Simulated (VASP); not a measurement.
**Ni: single point with PBEsol+D3(BJ)**

Ni:

```
Ni
1.0
    -1.38372    1.38372    1.38372
     1.38372   -1.38372    1.38372
     1.38372    1.38372   -1.38372
Ni
1
Cartesian
  0.0000 0.0000 0.0000
```

```json
{"Program": "VASP 6.6.1", "Task": "single point", "Functional": "PBEsol", "Dispersion": "D3(BJ)", "Potentials or basis": "VASP PAW PBE potentials, release 64 (Ni)", "Cutoff": "520 eV", "k mesh": "15 × 15 × 15", "Occupations": "gaussian, width 0.3 eV", "Spin": "collinear spin, ferromagnetic start", "Starting moments": "[2.0] μB"}
```

* Pressure: -8.7 GPa
* Net moment: 0.47 μB per cell
* Site moments: Ni +0.47 μB
* Valence electrons inside the program's atomic spheres: Ni 9.37
* Dispersion energy per atom: -0.429 eV

Levels at points of the mesh, in eV from the Fermi level:
Spin up:
| k point | band 2 | band 3 | band 4 | band 5 | band 6 | band 7 | band 8 | band 9 |
| --- | --- | --- | --- | --- | --- | --- | --- | --- |
| (0.00, 0.00, 0.00) | -2.31 | -2.31 | -2.31 | -0.90 | -0.90 | 26.69 | 26.69 | 26.69 |
Spin down:
```tsv
k point	band 2	band 3	band 4	band 5	band 6	band 7	band 8	band 9
(0.00, 0.00, 0.00)	-1.79	-1.79	-1.79	-0.43	-0.43	26.63	26.63	26.63
```

It took 32 s on 1 thread of Intel(R) Xeon(R) Platinum 8259CL CPU @ 2.50GHz (Skylake/Cascade Lake) (shared host), peak memory 0.15 GiB.

Caveat: three body term missing; the PAW data sets were made with another functional, which shifts forces and pressure a little; pairwise dispersion overbinds metals, which lowers pressure and volume.
